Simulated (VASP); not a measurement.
# SrTl (Pm-3m) in VASP: further runs, part 2 of 2

VASP 6.6.1. The steps go on from the part before.

## (3) Electric field gradients, LDA

Contents of INCAR:

```
SYSTEM = SrTl
PREC     = Accurate       ! precision mode
ENCUT    = 520            ! plane-wave cutoff, eV
EDIFF    = 1E-8           ! SCF threshold, eV
ISMEAR   = -1             ! smearing method
SIGMA    = 0.05           ! smearing width, eV
LREAL    = .FALSE.        ! projectors in reciprocal space
LASPH    = .TRUE.         ! aspherical terms in the spheres
NELM     = 60             ! most SCF steps
ALGO     = Normal         ! electronic algorithm
ISIF     = 2              ! what is computed and relaxed
LWAVE    = .FALSE.        ! write WAVECAR
LCHARG   = .FALSE.        ! write CHGCAR
LEFG     = .TRUE.       
NBANDS   = 18             ! bands
```

Contents of KPOINTS:

```
Automatic mesh
0
G
  9 9 9
  0 0 0
```

Contents of POSCAR:

```
SrTl
1.0
    4.0628529900      0.0000000000      0.0000000000
    0.0000000000      4.0628529900      0.0000000000
    0.0000000000      0.0000000000      4.0628529900
Sr Tl
1 1
Direct
    0.0000000000      0.0000000000      0.0000000000
    0.5000000000      0.5000000000      0.5000000000
```

Potentials or basis: VASP PAW LDA potentials, release 64 (Sr_sv, Tl_d).

On the command line:

```console
$ cat potpaw_LDA.64/Sr_sv/POTCAR potpaw_LDA.64/Tl_d/POTCAR > POTCAR
$ mpirun -np 1 vasp_std > vasp.out
```

OUTCAR:

```text
SYSTEM = SrTl
   PREC = Accurate
   ENCUT = 520
   EDIFF = 1E-8
   ISMEAR = -1
   LREAL = .FALSE.
   LASPH = .TRUE.
   NELM = 60
   ISIF = 2

 ion  position               nearest neighbor table
   1  0.000  0.000  0.000-   2 3.52   2 3.52   2 3.52   2 3.52   2 3.52   2 3.52   2 3.52   2 3.52

   2  0.500  0.500  0.500-   1 3.52   1 3.52   1 3.52   1 3.52   1 3.52   1 3.52   1 3.52   1 3.52

  LATTYP: Found a simple cubic cell.
 ALAT       =     4.0628529900

  Lattice vectors:

 A1 = (   4.0628529900,   0.0000000000,   0.0000000000)
 A2 = (   0.0000000000,   4.0628529900,   0.0000000000)
 A3 = (   0.0000000000,   0.0000000000,   4.0628529900)

Analysis of symmetry for initial positions (statically):
=====================================================================
 Subroutine PRICEL returns:
 Original cell was already a primitive cell.

 Routine SETGRP: Setting up the symmetry group for a
 simple cubic supercell.

 Subroutine GETGRP returns: Found 48 space group operations
 (whereof 48 operations were pure point group operations)
 out of a pool of 48 trial point group operations.

The static configuration has the point symmetry O_h .

Analysis of symmetry for dynamics (positions and initial velocities):
=====================================================================
 Subroutine PRICEL returns:
 Original cell was already a primitive cell.

 Routine SETGRP: Setting up the symmetry group for a
 simple cubic supercell.

 Subroutine GETGRP returns: Found 48 space group operations
 (whereof 48 operations were pure point group operations)
 out of a pool of 48 trial point group operations.

The dynamic configuration has the point symmetry O_h .

 Subroutine INISYM returns: Found 48 space group operations
 (whereof 48 operations are pure point group operations),
 and found     1 'primitive' translations

----------------------------------------------------------------------------------------

                                     Primitive cell

  volume of cell :      67.0646

  direct lattice vectors                    reciprocal lattice vectors
     4.062852990  0.000000000  0.000000000     0.246132460  0.000000000  0.000000000
     0.000000000  4.062852990  0.000000000     0.000000000  0.246132460  0.000000000
     0.000000000  0.000000000  4.062852990     0.000000000  0.000000000  0.246132460

  length of vectors
     4.062852990  4.062852990  4.062852990     0.246132460  0.246132460  0.246132460

  position of ions in fractional coordinates (direct lattice)
     0.000000000  0.000000000  0.000000000
     0.500000000  0.500000000  0.500000000

  ion indices of the primitive-cell ions
   primitive index   ion index
                 1           1
                 2           2

----------------------------------------------------------------------------------------

 KPOINTS: Automatic mesh

Automatic generation of k-mesh.
 Grid dimensions read from file:
 generate k-points for:    9    9    9

 Generating k-lattice:
[... 68 lines left out ...]
   ISIF   =      2    stress and relaxation
   ISYM   =      2    0-nonsym 1-usesym 2-fastsym
   POTIM  = 0.5000    time-step for ionic-motion
   TEBEG  =    0.0;   TEEND  =   0.0 temperature during run
   PSTRESS=    0.0 pullay stress
   NELECT =      23.0000    total number of electrons
   NUPDOWN=      -1.0000    fix difference up-down
   EMIN   =  10.00;   EMAX   =-10.00  energy-range for DOS
   EFERMI =   0.00;   METHOD = LEGACY
   ISMEAR =    -1;   SIGMA  =   0.05  broadening in eV -4-tet -1-fermi 0-gaus
   EFERMI_NEDOS =   21; number of points for ismear=-14 and -15
   IALGO  =     38    algorithm
   IMIX   =      4    mixing-type and parameters
     AMIX     =   0.40;   BMIX     =  1.00
     AMIX_MAG =   1.60;   BMIX_MAG =  1.00
  volume/ion in A,a.u.               =      33.53       226.29
  Fermi-wavevector in a.u.,A,eV,Ry     =   1.145917  2.165468 17.866148  1.313125
  Thomas-Fermi vector in A             =   2.282603
   LORBIT       =      0    0 simple, 1 ext, 2 COOP (PROOUT), +10 PAW based schemes
   GGA     = CA    functional components
   LHFCALC =     F    Hartree Fock is set to
   AEXX    =    0.0000 exact exchange contribution
   IVDW    =     0    specifies the selected vdW correction
   LEPSILON=     F    determine dielectric tensor
   LRPA    =     F    only Hartree local field effects (RPA)
 non-spin polarized calculation
  energy-cutoff  :      520.00
  volume of cell :       67.06
 maximum number of plane-waves:      1839
 NGX is ok and might be reduce to    30
   NGX = 15   NGY = 15   NGZ = 15

 number of electron      22.9999998 magnetization

 Free energy of the ion-electron system (eV)
  ---------------------------------------------------
  ext. energy  EPLUGINS =         0.00000000
  ---------------------------------------------------
  free energy    TOTEN  =        -5.84991825 eV

  energy without entropy =       -5.83637875  energy(sigma->0) =       -5.84314850

 E-fermi :   4.1194     XC(G=0):  -9.4931

 val. band max:        4.1024566611   @ k =   0.4444   0.2222   0.2222
 cond. band min:       4.1308505309   @ k =   0.3333   0.2222   0.2222
 fundamental gap:      0.0283938698
 Fermi energy:         4.1194377767

 k-point     1 :       0.0000    0.0000    0.0000
  band No.  band energies     occupation
      1     -31.5980      2.00000
      2     -13.6467      2.00000
      3     -13.6467      2.00000
      4     -13.6467      2.00000
      5      -7.3394      2.00000
      6      -7.3394      2.00000
[... 481 lines left out ...]
      5      -7.3177      2.00000
      6      -7.2721      2.00000
[... 10 lines left out ...]
     17       9.8530      0.00000
     18      10.2178      0.00000

 [... further k-points ...]

------------------------ aborting loop because EDIFF is reached ----------------------------------------

  FORCE on cell =-STRESS in cart. coord.  units (eV):
  Direction    XX          YY          ZZ          XY          YZ          ZX
  --------------------------------------------------------------------------------------
  -------------------------------------------------------------------------------------
  Total       -0.9346967     -0.9346967     -0.9346967      0.0000000      0.0000000     -0.0000000
  in kB      -22.3299615    -22.3299615    -22.3299615      0.0000000      0.0000000     -0.0000000
  external PRESSURE =     -22.3299615 kB  Pullay stress =       0.0000000 kB

 VOLUME and BASIS-vectors are now :
 -----------------------------------------------------------------------------
  energy-cutoff  :      520.00
  volume of cell :       67.06
      direct lattice vectors                 reciprocal lattice vectors
     4.062852990  0.000000000  0.000000000     0.246132460  0.000000000  0.000000000
     0.000000000  4.062852990  0.000000000     0.000000000  0.246132460  0.000000000
     0.000000000  0.000000000  4.062852990     0.000000000  0.000000000  0.246132460

 POSITION                                       TOTAL-FORCE (eV/Angst)
 -----------------------------------------------------------------------------------
      0.00000      0.00000      0.00000         0.000000      0.000000      0.000000
      2.03143      2.03143      2.03143         0.000000      0.000000      0.000000
 -----------------------------------------------------------------------------------
    total drift:                                0.000000      0.000000      0.000000

  FREE ENERGIE OF THE ION-ELECTRON SYSTEM (eV)
  ---------------------------------------------------
  free  energy   TOTEN  =        -5.8499182477 eV

  energy  without entropy=       -5.8363787487  energy(sigma->0) =       -5.84314850

 Electric field gradients (V/A^2)
---------------------------------------------------------------------
 ion       V_xx      V_yy      V_zz      V_xy      V_xz      V_yz
---------------------------------------------------------------------
   1       0.000    -0.000    -0.000     0.000    -0.000    -0.000
   2      -0.000    -0.000     0.000    -0.000    -0.000    -0.000
---------------------------------------------------------------------

 Electric field gradients after diagonalization (V/A^2)
 (convention: |V_zz| > |V_xx| > |V_yy|)
----------------------------------------------------------------------
 ion       V_xx      V_yy      V_zz     asymmetry (V_yy - V_xx)/ V_zz
----------------------------------------------------------------------
   1      -0.000     0.000    -0.000      -0.991
   2      -0.000    -0.000     0.000       0.226
----------------------------------------------------------------------

           NMR quadrupolar parameters

 Cq : quadrupolar parameter    Cq=e*Q*V_zz/h
 eta: asymmetry parameters     (V_yy - V_xx)/ V_zz
 Q  : nuclear electric quadrupole moment in mb (millibarn)
----------------------------------------------------------------------
 ion       Cq(MHz)       eta       Q (mb)
----------------------------------------------------------------------
   1      -0.000      -0.991       1.000
   2       0.000       0.226       1.000
----------------------------------------------------------------------
```

Wall time 30 s (1 thread of Intel Xeon Platinum 8259CL at 2.50GHz (Skylake/Cascade Lake), shared host); peak memory 0.18 GiB.

What came out:

* Free energy: -5.8499 eV
* Pressure: -2.2 GPa

Levels at points of the mesh, in eV from the Fermi level:
```csv
k point,band 9,band 10,band 11,band 12,band 13,band 14
"(0.00, 0.00, 0.00)",-11.35,-7.87,1.17,1.17,2.76,2.76
```

Caveat: without QUAD_EFG the Cq values of the log hold for a quadrupole moment of 1 mb, not for the nuclei; spin-orbit coupling is left out, which moves the levels of the heavy elements.

## (4) Electric field gradients, LDA

Contents of INCAR:

```
ALGO     = Normal         # electronic algorithm
EDIFF    = 1E-8           # SCF threshold, eV
ENCUT    = 520            # plane-wave cutoff, eV
ISIF     = 2              # what is computed and relaxed
ISMEAR   = -5             # smearing method
LASPH    = T              # aspherical terms in the spheres
LCHARG   = F              # write CHGCAR
LEFG     = T            
LREAL    = F              # projectors in reciprocal space
LWAVE    = F              # write WAVECAR
NBANDS   = 18             # bands
NELM     = 60             # most SCF steps
PREC     = Accurate       # precision mode
SIGMA    = 0.1            # smearing width, eV
```

Contents of KPOINTS:

```
k-points
0
Gamma
  9 9 9
```

POSCAR is that of step 3.

Potentials or basis: VASP PAW LDA potentials, release 64 (Sr_sv, Tl_d).

On the command line:

```console
$ cat potpaw_LDA.64/Sr_sv/POTCAR potpaw_LDA.64/Tl_d/POTCAR > POTCAR
$ mpirun -np 1 vasp_std > vasp.out
```

OUTCAR:

```text
EDIFF = 1E-8
   ENCUT = 520
   ISIF = 2
   ISMEAR = -5
   LASPH = T
   LREAL = F
   NELM = 60
   PREC = Accurate

 ion  position               nearest neighbor table
   1  0.000  0.000  0.000-   2 3.52   2 3.52   2 3.52   2 3.52   2 3.52   2 3.52   2 3.52   2 3.52

   2  0.500  0.500  0.500-   1 3.52   1 3.52   1 3.52   1 3.52   1 3.52   1 3.52   1 3.52   1 3.52

  LATTYP: Found a simple cubic cell.
 ALAT       =     4.0628529900

  Lattice vectors:

 A1 = (   4.0628529900,   0.0000000000,   0.0000000000)
[... 719 lines left out ...]
  FREE ENERGIE OF THE ION-ELECTRON SYSTEM (eV)
  ---------------------------------------------------
  free  energy   TOTEN  =        -5.8413590690 eV

  energy  without entropy=       -5.8413590690  energy(sigma->0) =       -5.84135907

 Electric field gradients (V/A^2)
---------------------------------------------------------------------
 ion       V_xx      V_yy      V_zz      V_xy      V_xz      V_yz
---------------------------------------------------------------------
   1      -0.000    -0.000    -0.000     0.000    -0.000     0.000
   2      -0.000    -0.000    -0.000    -0.000     0.000    -0.000
---------------------------------------------------------------------

 Electric field gradients after diagonalization (V/A^2)
 (convention: |V_zz| > |V_xx| > |V_yy|)
----------------------------------------------------------------------
 ion       V_xx      V_yy      V_zz     asymmetry (V_yy - V_xx)/ V_zz
----------------------------------------------------------------------
   1      -0.000    -0.000    -0.000      -0.129
   2      -0.000    -0.000    -0.000      -0.088
----------------------------------------------------------------------

           NMR quadrupolar parameters

 Cq : quadrupolar parameter    Cq=e*Q*V_zz/h
 eta: asymmetry parameters     (V_yy - V_xx)/ V_zz
 Q  : nuclear electric quadrupole moment in mb (millibarn)
----------------------------------------------------------------------
 ion       Cq(MHz)       eta       Q (mb)
----------------------------------------------------------------------
   1      -0.000      -0.129       1.000
   2      -0.000      -0.088       1.000
----------------------------------------------------------------------
```

OSZICAR:

```text
N       E                     dE             d eps       ncg     rms          rms(c)
DAV:   1     0.110921230871E+03    0.11092E+03   -0.11768E+04  1260   0.116E+03
DAV:   2    -0.234253814656E+01   -0.11326E+03   -0.11150E+03  1448   0.256E+02
DAV:   3    -0.587570397675E+01   -0.35332E+01   -0.35125E+01  2048   0.350E+01
DAV:   4    -0.592577372077E+01   -0.50070E-01   -0.50001E-01  1538   0.344E+00
DAV:   5    -0.592676585197E+01   -0.99213E-03   -0.99131E-03  1730   0.430E-01    0.160E+01
DAV:   6    -0.585926354978E+01    0.67502E-01   -0.13839E-01  1376   0.267E+00    0.894E+00
DAV:   7    -0.584291595006E+01    0.16348E-01   -0.66166E-02  1442   0.213E+00    0.760E-01
DAV:   8    -0.584125490908E+01    0.16610E-02   -0.12420E-02  1868   0.654E-01    0.117E-01
DAV:   9    -0.584132953889E+01   -0.74630E-04   -0.28002E-04  1448   0.906E-02    0.667E-02
DAV:  10    -0.584136271640E+01   -0.33178E-04   -0.32631E-05  1732   0.386E-02    0.669E-03
DAV:  11    -0.584136125014E+01    0.14663E-05   -0.76272E-07  1578   0.597E-03    0.468E-03
DAV:  12    -0.584135950089E+01    0.17492E-05   -0.38572E-07  1976   0.276E-03    0.989E-04
DAV:  13    -0.584135911098E+01    0.38990E-06   -0.24826E-08  1234   0.110E-03    0.523E-04
DAV:  14    -0.584135902791E+01    0.83074E-07   -0.32966E-09   852   0.466E-04    0.324E-04
DAV:  15    -0.584135905696E+01   -0.29054E-07   -0.52400E-10   794   0.167E-04    0.113E-04
DAV:  16    -0.584135907017E+01   -0.13207E-07   -0.72270E-11   756   0.589E-05    0.167E-05
DAV:  17    -0.584135906904E+01    0.11300E-08   -0.14602E-11   748   0.207E-05
   1 F= -.58413591E+01 E0= -.58413591E+01  d E =0.000000E+00
```

stdout:

```text
POSCAR found type information on POSCAR SrTl
 POSCAR found :  2 types and       2 ions
 scaLAPACK will be used
 LDA part: xc-table for (Slater(with rela. corr.)+CA(PZ))
 , standard interpolation
 POSCAR, INCAR and KPOINTS ok, starting setup
 FFT: planning ... GRIDC
 FFT: planning ... GRID_SOFT
 FFT: planning ... GRID
 WAVECAR not read
 entering main loop
ion   1

ion   2

 -----------------------------------------------------------------------------
|                                                                             |
|           W    W    AA    RRRRR   N    N  II  N    N   GGGG   !!!           |
|           W    W   A  A   R    R  NN   N  II  NN   N  G    G  !!!           |
|           W    W  A    A  R    R  N N  N  II  N N  N  G       !!!           |
|           W WW W  AAAAAA  RRRRR   N  N N  II  N  N N  G  GGG   !            |
|           WW  WW  A    A  R   R   N   NN  II  N   NN  G    G                |
|           W    W  A    A  R    R  N    N  II  N    N   GGGG   !!!           |
|                                                                             |
|     Tetrahedron method does not include variations of the Fermi             |
|     occupations, so forces and stress will be inaccurate. We suggest        |
|     using a different smearing scheme ISMEAR = 1 or 2 for metals in         |
|     relaxations.                                                            |
|                                                                             |
 -----------------------------------------------------------------------------
```

It took 35 s on 1 thread of Intel Xeon Platinum 8259CL at 2.50GHz (Skylake/Cascade Lake), shared host; peak memory 0.18 GiB.

What came out:

| Property | Result |
| --- | --- |
| Free energy | -5.8414 eV |
| Pressure | -2.3 GPa |

Levels at points of the mesh, in eV from the Fermi level:
```csv
k point,band 8,band 9,band 10,band 11,band 12,band 13,band 14,band 15
"(0.00, 0.00, 0.00)",-11.34,-11.34,-7.86,1.19,1.19,2.77,2.77,2.77
```

Caveat: without QUAD_EFG the Cq values of the log hold for a quadrupole moment of 1 mb, not for the nuclei; spin-orbit coupling is left out, which moves the levels of the heavy elements; tetrahedron occupations give inexact forces and stress in metals.
